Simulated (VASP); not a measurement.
# Ga3P2N (P6/mmm) in VASP: relaxation of cell and atoms with PBE

Aim: the relaxation of cell and atoms of Ga3P2N with PBE.

All numbers are computed with VASP 6.6.1; they aren't measurements. Logs are shortened: lines on timing, memory, paths and dates and some standing lists are left out, and cuts for length are marked.

### 1 The cell of the first run

It takes space group P6/mmm (No. 191, hexagonal). The conventional cell has a = 6.013 Å, b = 6.013 Å, c = 3.700 Å, α = 90.00°, β = 90.00°, γ = 120.00°. Ga (site symmetry mmm) has 4 P at 2.54 Å and 4 Ga at 3.01 Å and 2 N at 3.01 Å within 3.3 Å. P (site symmetry -6m2) has 6 Ga at 2.54 Å within 3.3 Å. Within 4.0 Å of N (site symmetry 6/mmm) lie 6 Ga at 3.01 Å and 2 N at 3.70 Å and 12 P at 3.93 Å.

### 2 Relaxation of cell and atoms, PBE, collinear spin, ferromagnetic start

INCAR reads:

```
SYSTEM = Ga3P2N
  PREC = Accurate
  ENCUT = 600
  EDIFF = 1E-7
  ISMEAR = 0
  SIGMA = 0.1
  LREAL = .False.
  LASPH = .True.
  NELM = 150
  ALGO = Normal
  ISIF = 3
  LWAVE = .False.
  LCHARG = .False.
  ISPIN = 2
  MAGMOM = 0 0 0 0 0 2.05
  LORBIT = 11
  GGA = PE
  IBRION = 2
  NSW = 90
  EDIFFG = -0.04
```

KPOINTS reads:

```
regular mesh
0
Gamma
  3 3 6
  0 0 0
```

POSCAR reads:

```
Ga3P2N
1.0
    6.0131902362      0.0000000000      0.0000000000
   -3.0065951181      5.2075755023      0.0000000000
    0.0000000000      0.0000000000      3.6999128049
Ga P N
3 2 1
Direct
    0.5000000000      0.5000000000      0.5000000000
    0.5000000000      0.0000000000      0.5000000000
    0.0000000000      0.5000000000      0.5000000000
    0.6666666667      0.3333333333      0.0000000000
    0.3333333333      0.6666666667      0.0000000000
    0.0000000000      0.0000000000      0.5000000000
```

Potentials or basis: VASP PAW PBE potentials, release 64 (Ga_d, P, N).

Started as:

```console
$ cat potpaw_PBE.64/Ga_d/POTCAR potpaw_PBE.64/P/POTCAR potpaw_PBE.64/N/POTCAR > POTCAR
$ mpirun -np 1 vasp_std > vasp.out
```

OUTCAR:

```text
SYSTEM = Ga3P2N
   PREC = Accurate
   ENCUT = 600
   EDIFF = 1E-7
   ISMEAR = 0
   LREAL = .False.
   LASPH = .True.
   NELM = 150
   ISIF = 3
   ISPIN = 2
   LORBIT = 11
   GGA = PE
   IBRION = 2
   NSW = 90
   EDIFFG = -0.04

 ion  position               nearest neighbor table
   1  0.500  0.500  0.500-   4 2.54   5 2.54   4 2.54   5 2.54
   2  0.500  0.000  0.500-   4 2.54   5 2.54   4 2.54   5 2.54
   3  0.000  0.500  0.500-   4 2.54   5 2.54   4 2.54   5 2.54
   4  0.667  0.333  0.000-   2 2.54   2 2.54   3 2.54   3 2.54   1 2.54   1 2.54
   5  0.333  0.667  0.000-   2 2.54   2 2.54   3 2.54   3 2.54   1 2.54   1 2.54
   6  0.000  0.000  0.500-

  LATTYP: Found a hexagonal cell.
 ALAT       =     6.0131902362
 C/A-ratio  =     0.6152994766

  Lattice vectors:

 A1 = (   6.0131902362,   0.0000000000,   0.0000000000)
 A2 = (  -3.0065951181,   5.2075755023,   0.0000000000)
 A3 = (   0.0000000000,   0.0000000000,   3.6999128049)

Analysis of symmetry for initial positions (statically):
=====================================================================
 Subroutine PRICEL returns:
 Original cell was already a primitive cell.

 Routine SETGRP: Setting up the symmetry group for a
 hexagonal supercell.

 Subroutine GETGRP returns: Found 24 space group operations
 (whereof 24 operations were pure point group operations)
 out of a pool of 24 trial point group operations.

The static configuration has the point symmetry D_6h.

Analysis of symmetry for dynamics (positions and initial velocities):
=====================================================================
 Subroutine PRICEL returns:
 Original cell was already a primitive cell.

 Routine SETGRP: Setting up the symmetry group for a
 hexagonal supercell.

 Subroutine GETGRP returns: Found 24 space group operations
 (whereof 24 operations were pure point group operations)
 out of a pool of 24 trial point group operations.

The dynamic configuration has the point symmetry D_6h.

Analysis of structural, dynamic, and magnetic symmetry:
=====================================================================
 Subroutine PRICEL returns:
 Original cell was already a primitive cell.

 Routine SETGRP: Setting up the symmetry group for a
 hexagonal supercell.

 Subroutine GETGRP returns: Found 24 space group operations
 (whereof 24 operations were pure point group operations)
 out of a pool of 24 trial point group operations.

The overall configuration has the point symmetry D_6h.

 Subroutine INISYM returns: Found 24 space group operations
 (whereof 24 operations are pure point group operations),
 and found     1 'primitive' translations

----------------------------------------------------------------------------------------

                                     Primitive cell

  volume of cell :     115.8596

  direct lattice vectors                    reciprocal lattice vectors
     6.013190236  0.000000000  0.000000000     0.166301075  0.096013970  0.000000000
    -3.006595118  5.207575502  0.000000000     0.000000000  0.192027941  0.000000000
     0.000000000  0.000000000  3.699912805     0.000000000  0.000000000  0.270276640

  length of vectors
     6.013190236  6.013190236  3.699912805     0.192027941  0.192027941  0.270276640

  position of ions in fractional coordinates (direct lattice)
     0.500000000  0.500000000  0.500000000
     0.500000000  0.000000000  0.500000000
     0.000000000  0.500000000  0.500000000
     0.666666667  0.333333333  0.000000000
     0.333333333  0.666666667  0.000000000
     0.000000000  0.000000000  0.500000000

  ion indices of the primitive-cell ions
   primitive index   ion index
                 1           1
                 2           2
                 3           3
                 4           4
                 5           5
                 6           6

----------------------------------------------------------------------------------------

 KPOINTS: regular mesh

Automatic generation of k-mesh.
 Grid dimensions read from file:
 generate k-points for:    3    3    6

 Generating k-lattice:

  Cartesian coordinates                     Fractional coordinates (reciprocal lattice)
     0.055433692  0.032004657  0.000000000     0.333333333  0.000000000  0.000000000
     0.000000000  0.064009314  0.000000000     0.000000000  0.333333333  0.000000000
     0.000000000  0.000000000  0.045046107     0.000000000  0.000000000  0.166666667

  Length of vectors
     0.064009314  0.064009314  0.045046107

  Shift w.r.t. Gamma in fractional coordinates (k-lattice)
     0.000000000  0.000000000  0.000000000

 Subroutine IBZKPT returns following result:
 ===========================================

 Found     12 irreducible k-points:

 Following reciprocal coordinates:
            Coordinates               Weight
  0.000000  0.000000  0.000000      1.000000
  0.333333  0.000000  0.000000      6.000000
  0.333333  0.333333  0.000000      2.000000
  0.000000  0.000000  0.166667      2.000000
  0.333333  0.000000  0.166667     12.000000
  0.333333  0.333333  0.166667      4.000000
  0.000000  0.000000  0.333333      2.000000
  0.333333  0.000000  0.333333     12.000000
  0.333333  0.333333  0.333333      4.000000
  0.000000  0.000000  0.500000      1.000000
  0.333333  0.000000  0.500000      6.000000
  0.333333  0.333333  0.500000      2.000000
   k-points           NKPTS =     12   k-points in BZ     NKDIM =     12   number of bands    NBANDS=     33
   number of dos      NEDOS =    301   number of ions     NIONS =      6
   total plane-waves  NPLWV =  69120
   dimension x,y,z NGX =    48 NGY =   48 NGZ =   30
   dimension x,y,z NGXF=    96 NGYF=   96 NGZF=   60
   ions per type =               3   2   1
   NGX,Y,Z   is equivalent  to a cutoff of  13.27, 13.27, 13.48 a.u.
   NGXF,Y,Z  is equivalent  to a cutoff of  26.54, 26.54, 26.96 a.u.
 SYSTEM =  Ga3P2N
   PREC   = accura    normal or accurate (medium, high low for compatibility)
   ISTART =      0    job   : 0-new  1-cont  2-samecut
   ICHARG =      2    charge: 1-file 2-atom 10-const
   ISPIN  =      2    spin polarized calculation?
   LNONCOLLINEAR =      F non collinear calculations
   LSORBIT =      F    spin-orbit coupling
   LASPH  =      T    aspherical Exc in radial PAW
   ENCUT  =  600.0 eV  44.10 Ry    6.64 a.u.  12.01 12.01  7.39*2*pi/ulx,y,z
   NELM   =    150;   NELMIN=  2; NELMDL= -5     # of ELM steps
   EDIFF  = 0.1E-06   stopping-criterion for ELM
   LREAL  =      F    real-space projection
   EDIFFG = -.4E-01   stopping-criterion for IOM
   NSW    =     90    number of steps for IOM
   IBRION =      2    ionic relax: 0-MD 1-quasi-New 2-CG
   NFREE  =      1    steps in history (QN), initial steepest desc. (CG)
   ISIF   =      3    stress and relaxation
   ISYM   =      2    0-nonsym 1-usesym 2-fastsym
   POTIM  = 0.5000    time-step for ionic-motion
   TEBEG  =    0.0;   TEEND  =   0.0 temperature during run
   PSTRESS=    0.0 pullay stress
   NELECT =      54.0000    total number of electrons
   NUPDOWN=      -1.0000    fix difference up-down
   EMIN   =  10.00;   EMAX   =-10.00  energy-range for DOS
   EFERMI =   0.00;   METHOD = LEGACY
   ISMEAR =     0;   SIGMA  =   0.10  broadening in eV -4-tet -1-fermi 0-gaus
   EFERMI_NEDOS =   21; number of points for ismear=-14 and -15
   IALGO  =     38    algorithm
   IMIX   =      4    mixing-type and parameters
     AMIX     =   0.40;   BMIX     =  1.00
     AMIX_MAG =   1.60;   BMIX_MAG =  1.00
  volume/ion in A,a.u.               =      19.31       130.31
  Fermi-wavevector in a.u.,A,eV,Ry     =   1.269294  2.398617 21.920430  1.611106
  Thomas-Fermi vector in A             =   2.402343
   LORBIT       =     11    0 simple, 1 ext, 2 COOP (PROOUT), +10 PAW based schemes
   GGA     = PE    functional components
   LHFCALC =     F    Hartree Fock is set to
   AEXX    =    0.0000 exact exchange contribution
   IVDW    =     0    specifies the selected vdW correction
   LEPSILON=     F    determine dielectric tensor
   LRPA    =     F    only Hartree local field effects (RPA)
 conjugate gradient relaxation of ions
 spin polarized calculation
 Gauss-broadening in eV      SIGMA  =   0.10
  energy-cutoff  :      600.00
  volume of cell :      115.86
 maximum number of plane-waves:      3900
   NGX = 25   NGY = 25   NGZ = 15

--------------------------------------- Ionic step        1  -------------------------------------------

 number of electron      54.0000000 magnetization       2.0594990

 Free energy of the ion-electron system (eV)
  ---------------------------------------------------
  ext. energy  EPLUGINS =         0.00000000
  ---------------------------------------------------
  free energy    TOTEN  =       -22.63783326 eV

  energy without entropy =      -22.62815838  energy(sigma->0) =      -22.63299582

------------------------ aborting loop because EDIFF is reached ----------------------------------------

  FORCE on cell =-STRESS in cart. coord.  units (eV):
  Direction    XX          YY          ZZ          XY          YZ          ZX
  --------------------------------------------------------------------------------------
  -------------------------------------------------------------------------------------
  Total        0.9281105      0.9281105     -3.2279955      0.0000000      0.0000000      0.0000000
  in kB       12.8344789     12.8344789    -44.6386960      0.0000000      0.0000000      0.0000000
  external PRESSURE =      -6.3232460 kB  Pullay stress =       0.0000000 kB
[... 225 lines left out ...]
  energy  without entropy=      -22.7569303328  energy(sigma->0) =      -22.76065980

--------------------------------------- Ionic step        7  -------------------------------------------

 number of electron      53.9999990 magnetization       1.9437904

 Free energy of the ion-electron system (eV)
  ---------------------------------------------------
  ext. energy  EPLUGINS =         0.00000000
  ---------------------------------------------------
  free energy    TOTEN  =       -22.76456386 eV

  energy without entropy =      -22.75713724  energy(sigma->0) =      -22.76085055

 E-fermi :   4.2460     XC(G=0):  -9.7866

 val. band max:        4.2457226956   @ k =   0.3333   0.3333   0.5000
 cond. band min:       4.2651076824   @ k =   0.0000   0.0000   0.3333
 fundamental gap:      0.0193849868
 Fermi energy:         4.2459945013

 spin component 1

 k-point     1 :       0.0000    0.0000    0.0000
  band No.  band energies     occupation
      1     -11.1462      1.00000
      2     -10.9487      1.00000
      3     -10.9334      1.00000
      4     -10.9334      1.00000
      5     -10.9034      1.00000
      6     -10.8738      1.00000
[... 421 lines left out ...]
     32       7.5645      0.00000
     33       8.5785      0.00000
 Fermi energy:         4.2459945013

 spin component 2

 k-point     1 :       0.0000    0.0000    0.0000
  band No.  band energies     occupation
      1     -11.1406      1.00000
      2     -10.9403      1.00000
      3     -10.9375      1.00000
      4     -10.9375      1.00000
      5     -10.8996      1.00000
      6     -10.8775      1.00000
[... 454 lines left out ...]
  FREE ENERGIE OF THE ION-ELECTRON SYSTEM (eV)
  ---------------------------------------------------
  free  energy   TOTEN  =       -22.7645638570 eV

  energy  without entropy=      -22.7571372405  energy(sigma->0) =      -22.76085055

 reached required accuracy - stopping structural energy minimisation

 total charge

# of ion       s       p       d       tot
------------------------------------------
    1        0.949   0.580  10.004  11.533
    2        0.949   0.580  10.004  11.533
    3        0.949   0.580  10.004  11.533
    4        1.054   1.446   0.000   2.500
    5        1.054   1.446   0.000   2.500
    6        1.334   1.986   0.000   3.320
--------------------------------------------------
tot          6.289   6.617  30.013  42.919

 magnetization (x)

# of ion       s       p       d       tot
------------------------------------------
    1        0.011  -0.016   0.001  -0.004
    2        0.011  -0.016   0.001  -0.004
    3        0.011  -0.016   0.001  -0.004
    4       -0.006   0.028   0.000   0.022
    5       -0.006   0.028   0.000   0.022
    6        0.031   1.250   0.000   1.282
--------------------------------------------------
tot          0.052   1.258   0.003   1.312
```

Run time: 6.6 min. Hardware: 1 thread of AMD EPYC 9R45 (Zen 5), shared host; peak memory 0.33 GiB.

Results:

- Free energy: -22.7646 eV
- Relaxed volume: 19.40 Å³/atom
- Relaxed cell: a = 6.181 Å, b = 6.181 Å, c = 3.518 Å, α = 90.00°, β = 90.00°, γ = 120.00°
- Space group after relaxing (to 0.05 Å): P6/mmm (No. 191)
- Energy gained by relaxing: 21.1 meV/atom
- Ionic steps: 7
- Pressure after relaxing: 0.1 GPa
- Net moment: 1.94 μB per cell
- Site moments: Ga -0.00; P +0.02; N +1.28 μB
- Valence electrons inside the program's atomic spheres: Ga 11.53; P 2.50; N 3.32

The path:
| step | energy change (eV) | largest force (eV/Å) | pressure (GPa) | volume (Å³) |
| --- | --- | --- | --- | --- |
| 1 | 0.0000 | 0.0000 | -0.63 | 115.86 |
| 2 | -0.0818 | 0.0000 | 0.09 | 114.54 |
| 3 | -0.0891 | 0.0000 | 2.53 | 112.42 |
| 4 | -0.1123 | 0.0000 | 1.14 | 113.50 |
| 5 | -0.1126 | 0.0000 | 1.32 | 113.36 |
| 6 | -0.1266 | 0.0000 | 0.26 | 116.02 |
| 7 | -0.1267 | 0.0000 | 0.08 | 116.41 |

Final structure:
```yaml
crystal:
  lattice:
    - [6.18097, 0.00000, 0.00000]
    - [-3.09048, 5.35288, 0.00000]
    - [0.00000, 0.00000, 3.51835]
  atoms:
    - { symbol: Ga, position: [0.50000, 0.50000, 0.50000] }
    - { symbol: Ga, position: [0.50000, 0.00000, 0.50000] }
    - { symbol: Ga, position: [0.00000, 0.50000, 0.50000] }
    - { symbol: P, position: [0.66667, 0.33333, 0.00000] }
    - { symbol: P, position: [0.33333, 0.66667, 0.00000] }
    - { symbol: N, position: [0.00000, 0.00000, 0.50000] }
```

Caveat: the k points lie up to 0.39 Å⁻¹ apart in the final cell.
